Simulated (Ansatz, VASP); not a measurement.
## Two plane-wave programs on Si4C5

INCAR

```
SYSTEM = Si4C5
PREC = Accurate
ENCUT = 520
EDIFF = 1E-7
ISMEAR = 0
SIGMA = 0.05
LREAL = .False.
LASPH = .True.
NELM = 150
ALGO = Normal
ISIF = 2
LWAVE = .False.
LCHARG = .True.
ISPIN = 2
MAGMOM = 0 0 0 0 2 0 0 0 0
LORBIT = 11
LDIPOL = .True.
IDIPOL = 3
DIPOL = 0.5 0.5 0.353
GGA = PE
LELF = .True.
LVHAR = .True.
LVACPOTAV = .True.
NBANDS = 32
LUSENCCL = .False.
```

KPOINTS

```
regular mesh
0
Gamma
  9 9 1
  0 0 0
```

POSCAR

```
Si4C5
1.0
    3.0920147208      0.0000000000      0.0000000000
   -1.5460073604      2.6777632971      0.0000000000
    0.0000000000      0.0000000000     25.2337106667
C Si
5 4
Direct
    0.3333333333      0.6666666667      0.1585181051
    0.6666666667      0.3333333333      0.2590546646
    0.3333333333      0.6666666667      0.3607902149
    0.6666666667      0.3333333333      0.4623551549
    0.5555555556      0.4444444444      0.6009306704
    0.6666666667      0.3333333333      0.1834768895
    0.3333333333      0.6666666667      0.2840134490
    0.6666666667      0.3333333333      0.3842867907
    0.3333333333      0.6666666667      0.4848161584
```

Input for Ansatz:

```yaml
crystal:
  lattice:
    - [3.0920147208, 0.0, 0.0]
    - [-1.5460073604, 2.6777632971, 0.0]
    - [0.0, 0.0, 25.2337106667]
  atoms:
    - { symbol: C, position: [0.3333333333, 0.6666666667, 0.1585181051] }
    - { symbol: Si, position: [0.6666666667, 0.3333333333, 0.1834768895] }
    - { symbol: C, position: [0.6666666667, 0.3333333333, 0.2590546646] }
    - { symbol: Si, position: [0.3333333333, 0.6666666667, 0.284013449] }
    - { symbol: C, position: [0.3333333333, 0.6666666667, 0.3607902149] }
    - { symbol: Si, position: [0.6666666667, 0.3333333333, 0.3842867907] }
    - { symbol: C, position: [0.6666666667, 0.3333333333, 0.4623551549] }
    - { symbol: Si, position: [0.3333333333, 0.6666666667, 0.4848161584] }
    - { symbol: C, position: [0.5555555556, 0.4444444444, 0.6009306704], spin: 2.0 }
basis:
  ecutwfc: 420
kpoints:
  mp_grid: { grid: [9, 9, 1] }
hamiltonian:
  xc: pbe
  pseudopotentials: { kind: paw, azcp: { folder: soft_1 } }
scf:
  occupations: { method: gaussian, width: 0.05 }
output:
  forces: true
  eigenvalues: true
  populations: true
magnetization:
  spin_polarized: true
efield:
  axis: 3
  dipole_correction: true
  ramp_width: 0.04
```

Alike in both runs: task single point; functional PBE; k mesh 9 × 9 × 1; occupations gaussian, width 0.05 eV; collinear spin.

```csv
,VASP,Ansatz
version,VASP 6.6.1,Ansatz 0.2.0
potentials or method,"VASP PAW PBE potentials, release 64 (C, Si), cutoff 520 eV","scalar-relativistic, plane waves, PAW"
valence electrons in the cell,36,36
```

|  | VASP | Ansatz | Ansatz less VASP |
| --- | --- | --- | --- |
| gap on the k mesh at the Fermi level (eV) | none | none | - |
| rms of the force components (eV/Å) | 0.845 | 0.894 | +0.0488 |
| net moment per atom (μB) | 0.10 | 0.00 | -0.097 |
| size of the moment on the site where the two differ most (μB) | 0.46 | 0.86 | +0.406 |
| work function, face that differs most (eV) | 6.30 | 5.76 | -0.532 |

Site moments also hang on the region over which each program counts them. A gap of «none» marks a metal or a gap that the smearing closes. Ansatz's warnings: seeded moment not kept.
